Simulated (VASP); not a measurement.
Wanted: the native input for a VASP 6.6.1 run.

- Task: single point
- Functional: PBE
- Potentials or basis: VASP PAW PBE potentials, release 64 (Cd, Te)
- Cutoff: 520 eV
- k mesh: 5 × 5 × 1
- Occupations: gaussian, width 0.2 eV
- Spin: no spin polarisation
- Dipole correction: no
- Further INCAR settings: ALGO = Fast; EDIFF = 1e-07; NBANDS = 59

The structure of Cd3Te2 lies in POSCAR:

```
Cd3Te2
1.0
    4.3952114427     -0.0000000033      0.0000000000
   -2.1976057185      3.8063647660      0.0000000000
    0.0000000000      0.0000000000     18.8913836052
Cd Te
6 4
Direct
    0.3333333333      0.6666666667      0.8226491206
    0.6666666667      0.3333333333      0.3226491206
    0.6666666667      0.3333333333      0.1773508794
    0.3333333333      0.6666666667      0.6773508794
    0.0000000000      0.0000000000      0.0000000000
    0.0000000000      0.0000000000      0.5000000000
    0.6666666667      0.3333333333      0.9069184196
    0.3333333333      0.6666666667      0.4069184196
    0.6666666667      0.3333333333      0.5930815804
    0.3333333333      0.6666666667      0.0930815804
```

The cell was generated, and may not be a known phase.

The input as run:

INCAR

```
SYSTEM = Cd3Te2
PREC     = Accurate       ! precision mode
ENCUT    = 520            ! plane-wave cutoff, eV
EDIFF    = 1E-7           ! SCF threshold, eV
ISMEAR   = 0              ! smearing method
SIGMA    = 0.2            ! smearing width, eV
LREAL    = .False.        ! projectors in reciprocal space
LASPH    = .True.         ! aspherical terms in the spheres
NELM     = 80             ! most SCF steps
ALGO     = Fast           ! electronic algorithm
ISIF     = 2              ! what is computed and relaxed
LWAVE    = .False.        ! write WAVECAR
LCHARG   = .True.         ! write CHGCAR
GGA      = PE             ! functional
LELF     = .True.         ! ELF
LVHAR    = .True.       
NBANDS   = 59             ! bands
```

KPOINTS

```
regular mesh
0
Gamma
  5 5 1
  0 0 0
```

Potentials or basis: VASP PAW PBE potentials, release 64 (Cd, Te).

Run with:

```console
$ cat potpaw_PBE.64/Cd/POTCAR potpaw_PBE.64/Te/POTCAR > POTCAR
$ mpirun -np 1 vasp_std > vasp.out
```

Results of the run:

The pressure is 0.4 GPa. The largest force is 0.022 eV/Å and the band gap on the k mesh is zero (bands 48 and 49 overlap by 0.61 eV).

Caveat: semilocal functionals underestimate gaps, and a narrow one can read as zero; spin-orbit coupling is left out, which moves the levels of the heavy elements.

Wall time 3.6 min on 1 thread of Intel Xeon 8259CL (shared host), peak memory 0.46 GiB.
